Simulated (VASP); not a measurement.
Here is a VASP 6.6.1 calculation.

The input INCAR:

```
PREC = Accurate
ENCUT = 600
EDIFF = 1E-6
ISMEAR = 0
SIGMA = 0.02
LREAL = F
LASPH = T
NELM = 120
ALGO = Normal
ISIF = 2
LWAVE = F
LCHARG = T
GGA = PE
LELF = T
LVHAR = T
NBANDS = 11
GGA_COMPAT = F
```

File KPOINTS:

```
Automatic mesh
0
Gamma
  8 8 8
```

POSCAR

```
MgSe
1.0
    0.0000000000      2.7544736796      2.7544736796
    2.7544736796      0.0000000000      2.7544736796
    2.7544736796      2.7544736796      0.0000000000
Mg Se
1 1
Direct
    0.0000000000      0.0000000000      0.0000000000
    0.5000000000      0.5000000000      0.5000000000
```

Potentials or basis: VASP PAW PBE potentials, release 64 (Mg, Se).

Run with:

```sh
$ cat potpaw_PBE.64/Mg/POTCAR potpaw_PBE.64/Se/POTCAR > POTCAR
$ mpirun -np 1 vasp_std > vasp.out
```

Problem. Predict the band gap on the k mesh.

Solution. 1.75 eV (least direct gap 2.39 eV).

Problem. What does it give for the pressure?

Solution. -0.1 GPa.

A k mesh can miss the band edges. As with any semilocal functional, this PBE gap is likely too small.
